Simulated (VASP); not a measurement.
# CoSn (e600) (P6/mmm) in VASP: further runs, part 2 of 2

VASP 6.6.1. Earlier steps stand in the parts before.

## 3. Relaxation of cell and atoms, PBE

This run uses another cell than the first one, of 16.63 Å³/atom, 0.972 times its volume.

Contents of INCAR:

```
SYSTEM = CoSn
PREC = Accurate ; ENCUT = 600
EDIFF = 1E-6 ; ISMEAR = 0
SIGMA = 0.1 ; LREAL = .FALSE.
LASPH = .TRUE. ; NELM = 100
ALGO = Normal ; ISIF = 3
LWAVE = .FALSE. ; LCHARG = .FALSE.
GGA = PE ; IBRION = 2
NSW = 100 ; EDIFFG = -0.002
```

Contents of KPOINTS:

```
regular mesh
0
G
  9 9 8
  0 0 0
```

Contents of POSCAR:

```
CoSn
1.0
    5.2460399276      0.0000000000      0.0000000000
   -2.6230199638      4.5432038466      0.0000000000
    0.0000000000      0.0000000000      4.1875903000
Co Sn
3 3
Direct
    0.0000000000      0.5000000000      0.0000000000
    0.5000000000      0.5000000000      0.0000000000
    0.5000000000      0.0000000000      0.0000000000
    0.6666666700      0.3333333300      0.5000000000
    0.3333333300      0.6666666700      0.5000000000
    0.0000000000      0.0000000000      0.0000000000
```

Potentials or basis: VASP PAW PBE potentials, release 64 (Co, Sn_d).

On the command line:

```bash
$ cat potpaw_PBE.64/Co/POTCAR potpaw_PBE.64/Sn_d/POTCAR > POTCAR
$ mpirun -np 1 vasp_std > vasp.out
```

OUTCAR:

```text
SYSTEM = CoSn
   PREC = Accurate
   ENCUT = 600
   EDIFF = 1E-6
   ISMEAR = 0
   LREAL = .FALSE.
   LASPH = .TRUE.
   NELM = 100
   ISIF = 3
   GGA = PE
   IBRION = 2
   NSW = 100
   EDIFFG = -0.002

 ion  position               nearest neighbor table
   1  0.000  0.500  0.000-   4 2.58   5 2.58   4 2.58   5 2.58   2 2.62   2 2.62   6 2.62   6 2.62
                             3 2.62   3 2.62
   2  0.500  0.500  0.000-   4 2.58   5 2.58   4 2.58   5 2.58   1 2.62   1 2.62   6 2.62   3 2.62
                             3 2.62   6 2.62
   3  0.500  0.000  0.000-   4 2.58   5 2.58   4 2.58   5 2.58   6 2.62   6 2.62   1 2.62   2 2.62
                             2 2.62   1 2.62
   4  0.667  0.333  0.500-   1 2.58   1 2.58   3 2.58   3 2.58   2 2.58   2 2.58   5 3.03   5 3.03
                             5 3.03   6 3.68   6 3.68   6 3.68   6 3.68   6 3.68   6 3.68
   5  0.333  0.667  0.500-   1 2.58   1 2.58   3 2.58   3 2.58   2 2.58   2 2.58   4 3.03   4 3.03
                             4 3.03   6 3.68   6 3.68   6 3.68   6 3.68   6 3.68   6 3.68
   6  0.000  0.000  0.000-   3 2.62   3 2.62   1 2.62   1 2.62   2 2.62   2 2.62   5 3.68   4 3.68
                             5 3.68   4 3.68   4 3.68   5 3.68   5 3.68   4 3.68   5 3.68   5 3.68

  LATTYP: Found a hexagonal cell.
 ALAT       =     5.2460399276
 C/A-ratio  =     0.7982383584

  Lattice vectors:

 A1 = (   5.2460399276,   0.0000000000,   0.0000000000)
 A2 = (  -2.6230199638,   4.5432038466,   0.0000000000)
 A3 = (   0.0000000000,   0.0000000000,   4.1875903000)

Analysis of symmetry for initial positions (statically):
=====================================================================
 Subroutine PRICEL returns:
 Original cell was already a primitive cell.

 Routine SETGRP: Setting up the symmetry group for a
 hexagonal supercell.

 Subroutine GETGRP returns: Found 24 space group operations
 (whereof 24 operations were pure point group operations)
 out of a pool of 24 trial point group operations.

The static configuration has the point symmetry D_6h.

Analysis of symmetry for dynamics (positions and initial velocities):
=====================================================================
 Subroutine PRICEL returns:
 Original cell was already a primitive cell.

 Routine SETGRP: Setting up the symmetry group for a
 hexagonal supercell.

 Subroutine GETGRP returns: Found 24 space group operations
 (whereof 24 operations were pure point group operations)
 out of a pool of 24 trial point group operations.

The dynamic configuration has the point symmetry D_6h.

 Subroutine INISYM returns: Found 24 space group operations
 (whereof 24 operations are pure point group operations),
 and found     1 'primitive' translations

----------------------------------------------------------------------------------------

                                     Primitive cell

  volume of cell :      99.8063

  direct lattice vectors                    reciprocal lattice vectors
     5.246039928  0.000000000  0.000000000     0.190619975  0.110054494  0.000000000
    -2.623019964  4.543203847  0.000000000     0.000000000  0.220108988  0.000000000
     0.000000000  0.000000000  4.187590300     0.000000000  0.000000000  0.238800821

  length of vectors
     5.246039928  5.246039928  4.187590300     0.220108988  0.220108988  0.238800821

  position of ions in fractional coordinates (direct lattice)
     0.000000000  0.500000000  0.000000000
     0.500000000  0.500000000  0.000000000
     0.500000000  0.000000000  0.000000000
     0.666666670  0.333333330  0.500000000
     0.333333330  0.666666670  0.500000000
     0.000000000  0.000000000  0.000000000

  ion indices of the primitive-cell ions
   primitive index   ion index
                 1           1
                 2           2
                 3           3
                 4           4
                 5           5
                 6           6

----------------------------------------------------------------------------------------

 KPOINTS: regular mesh

Automatic generation of k-mesh.
 Grid dimensions read from file:
 generate k-points for:    9    9    8

 Generating k-lattice:

  Cartesian coordinates                     Fractional coordinates (reciprocal lattice)
     0.021179997  0.012228277  0.000000000     0.111111111  0.000000000  0.000000000
     0.000000000  0.024456554  0.000000000     0.000000000  0.111111111  0.000000000
     0.000000000  0.000000000  0.029850103     0.000000000  0.000000000  0.125000000

  Length of vectors
     0.024456554  0.024456554  0.029850103

  Shift w.r.t. Gamma in fractional coordinates (k-lattice)
     0.000000000  0.000000000  0.000000000

 Subroutine IBZKPT returns following result:
 ===========================================

 Found     60 irreducible k-points:

 Following reciprocal coordinates:
            Coordinates               Weight
  0.000000  0.000000  0.000000      1.000000
  0.111111 -0.000000  0.000000      6.000000
  0.222222  0.000000  0.000000      6.000000
  0.333333  0.000000  0.000000      6.000000
  0.444444  0.000000  0.000000      6.000000
  0.111111  0.111111  0.000000      6.000000
[... 16 lines left out ...]
  0.333333  0.222222  0.125000     24.000000
  0.333333  0.333333  0.125000      4.000000
 [... further k-points ...]
   k-points           NKPTS =     60   k-points in BZ     NKDIM =     60   number of bands    NBANDS=     41
   number of dos      NEDOS =    301   number of ions     NIONS =      6
   total plane-waves  NPLWV =  63504
   dimension x,y,z NGX =    42 NGY =   42 NGZ =   36
   dimension x,y,z NGXF=    84 NGYF=   84 NGZF=   72
   ions per type =               3   3
   NGX,Y,Z   is equivalent  to a cutoff of  13.31, 13.31, 14.29 a.u.
   NGXF,Y,Z  is equivalent  to a cutoff of  26.62, 26.62, 28.58 a.u.
 SYSTEM =  CoSn
   PREC   = accura    normal or accurate (medium, high low for compatibility)
   ISTART =      0    job   : 0-new  1-cont  2-samecut
   ICHARG =      2    charge: 1-file 2-atom 10-const
   ISPIN  =      1    spin polarized calculation?
   LNONCOLLINEAR =      F non collinear calculations
   LSORBIT =      F    spin-orbit coupling
   LASPH  =      T    aspherical Exc in radial PAW
   ENCUT  =  600.0 eV  44.10 Ry    6.64 a.u.  10.48 10.48  8.36*2*pi/ulx,y,z
   NELM   =    100;   NELMIN=  2; NELMDL= -5     # of ELM steps
   EDIFF  = 0.1E-05   stopping-criterion for ELM
   LREAL  =      F    real-space projection
   EDIFFG = -.2E-02   stopping-criterion for IOM
   NSW    =    100    number of steps for IOM
   IBRION =      2    ionic relax: 0-MD 1-quasi-New 2-CG
   NFREE  =      1    steps in history (QN), initial steepest desc. (CG)
   ISIF   =      3    stress and relaxation
   ISYM   =      2    0-nonsym 1-usesym 2-fastsym
   POTIM  = 0.5000    time-step for ionic-motion
   TEBEG  =    0.0;   TEEND  =   0.0 temperature during run
   PSTRESS=    0.0 pullay stress
   NELECT =      69.0000    total number of electrons
   NUPDOWN=      -1.0000    fix difference up-down
   EMIN   =  10.00;   EMAX   =-10.00  energy-range for DOS
   EFERMI =   0.00;   METHOD = LEGACY
   ISMEAR =     0;   SIGMA  =   0.10  broadening in eV -4-tet -1-fermi 0-gaus
   EFERMI_NEDOS =   21; number of points for ismear=-14 and -15
   IALGO  =     38    algorithm
   IMIX   =      4    mixing-type and parameters
     AMIX     =   0.40;   BMIX     =  1.00
     AMIX_MAG =   1.60;   BMIX_MAG =  1.00
  volume/ion in A,a.u.               =      16.63       112.25
  Fermi-wavevector in a.u.,A,eV,Ry     =   1.447567  2.735504 28.510312  2.095449
  Thomas-Fermi vector in A             =   2.565507
   LORBIT       =      0    0 simple, 1 ext, 2 COOP (PROOUT), +10 PAW based schemes
   GGA     = PE    functional components
   LHFCALC =     F    Hartree Fock is set to
   AEXX    =    0.0000 exact exchange contribution
   IVDW    =     0    specifies the selected vdW correction
   LEPSILON=     F    determine dielectric tensor
   LRPA    =     F    only Hartree local field effects (RPA)
 conjugate gradient relaxation of ions
 non-spin polarized calculation
 Gauss-broadening in eV      SIGMA  =   0.10
  energy-cutoff  :      600.00
  volume of cell :       99.81
 maximum number of plane-waves:      3377
 NGX is ok and might be reduce to    42
   NGX = 21   NGY = 21   NGZ = 17

--------------------------------------- Ionic step        1  -------------------------------------------

 number of electron      69.0000021 magnetization

 Free energy of the ion-electron system (eV)
  ---------------------------------------------------
  ext. energy  EPLUGINS =         0.00000000
  ---------------------------------------------------
  free energy    TOTEN  =       -33.22440061 eV

  energy without entropy =      -33.21249135  energy(sigma->0) =      -33.21844598

 E-fermi :  10.1451     XC(G=0): -11.8589

 val. band max:       10.1355754492   @ k =   0.3333   0.0000   0.1250
 cond. band min:      10.2067093973   @ k =   0.4444   0.1111   0.2500
 fundamental gap:      0.0711339481
 Fermi energy:        10.1451440913

 k-point     1 :       0.0000    0.0000    0.0000
  band No.  band energies     occupation
      1     -11.3635      2.00000
      2     -11.2484      2.00000
      3     -11.2484      2.00000
      4     -11.2305      2.00000
      5     -11.2305      2.00000
      6     -11.1372      2.00000
[... 1244 lines left out ...]
  energy  without entropy=      -33.2463005863  energy(sigma->0) =      -33.25248889

--------------------------------------- Ionic step        6  -------------------------------------------

 number of electron      69.0000012 magnetization

 Free energy of the ion-electron system (eV)
  ---------------------------------------------------
  ext. energy  EPLUGINS =         0.00000000
  ---------------------------------------------------
  free energy    TOTEN  =       -33.25868746 eV

  energy without entropy =      -33.24630726  energy(sigma->0) =      -33.25249736

 E-fermi :   9.7527     XC(G=0): -11.7085

 val. band max:        9.7509776562   @ k =   0.1111  -0.0000   0.5000
 cond. band min:       9.8120232635   @ k =   0.4444   0.1111   0.2500
 fundamental gap:      0.0610456073
 Fermi energy:         9.7527011111

 k-point     1 :       0.0000    0.0000    0.0000
  band No.  band energies     occupation
      1     -11.7510      2.00000
      2     -11.6386      2.00000
      3     -11.6386      2.00000
      4     -11.6053      2.00000
      5     -11.6053      2.00000
      6     -11.5074      2.00000
[... 1080 lines left out ...]
  FREE ENERGIE OF THE ION-ELECTRON SYSTEM (eV)
  ---------------------------------------------------
  free  energy   TOTEN  =       -33.2586874589 eV

  energy  without entropy=      -33.2463072588  energy(sigma->0) =      -33.25249736

 reached required accuracy - stopping structural energy minimisation
```

Wall time 14 min (1 thread of AMD EPYC 9R14 (Zen 4), shared host); peak memory 0.39 GiB.

Results:

* Free energy: -33.2587 eV
* Relaxed volume: 17.12 Å³/atom
* Relaxed cell: a = 5.296 Å, b = 5.296 Å, c = 4.228 Å, α = 90.00°, β = 90.00°, γ = 120.00°
* Space group after relaxing (to 0.05 Å): P6/mmm (No. 191)
* Energy gained by relaxing: 5.7 meV/atom
* Ionic steps: 6
* Pressure after relaxing: 0.0 GPa

Step by step:
```tsv
step	energy change (eV)	largest force (eV/Å)	pressure (GPa)	volume (Å³)
1	0.0000	0.0000	3.94	99.81
2	0.0017	0.0000	-3.54	105.83
3	-0.0343	0.0000	0.01	102.70
4	-0.0343	0.0000	-0.08	102.76
5	-0.0343	0.0000	0.06	102.64
6	-0.0343	0.0000	0.00	102.69
```

Final structure:
```
CELL_PARAMETERS angstrom
5.29587 0.00000 0.00000
-2.64793 4.58635 0.00000
0.00000 0.00000 4.22798
ATOMIC_POSITIONS crystal
Co 0.00000 0.50000 0.00000
Co 0.50000 0.50000 0.00000
Co 0.50000 0.00000 0.00000
Sn 0.66667 0.33333 0.50000
Sn 0.33333 0.66667 0.50000
Sn 0.00000 0.00000 0.00000
```

Levels at points of the mesh, in eV from the Fermi level:
| k point | band 31 | band 32 | band 33 | band 34 | band 35 | band 36 | band 37 | band 38 |
| --- | --- | --- | --- | --- | --- | --- | --- | --- |
| (0.00, 0.00, 0.00) | -0.42 | -0.42 | -0.39 | -0.39 | 0.52 | 0.60 | 1.36 | 1.36 |
| (0.00, 0.00, 0.50) | -0.90 | -0.48 | -0.47 | -0.47 | -0.38 | -0.38 | -0.11 | 0.52 |

Caveat: spin-orbit coupling is left out, which moves the levels of the heavy elements. Spin polarisation is off, so any magnetic state and its effect on volume and gap are missing.
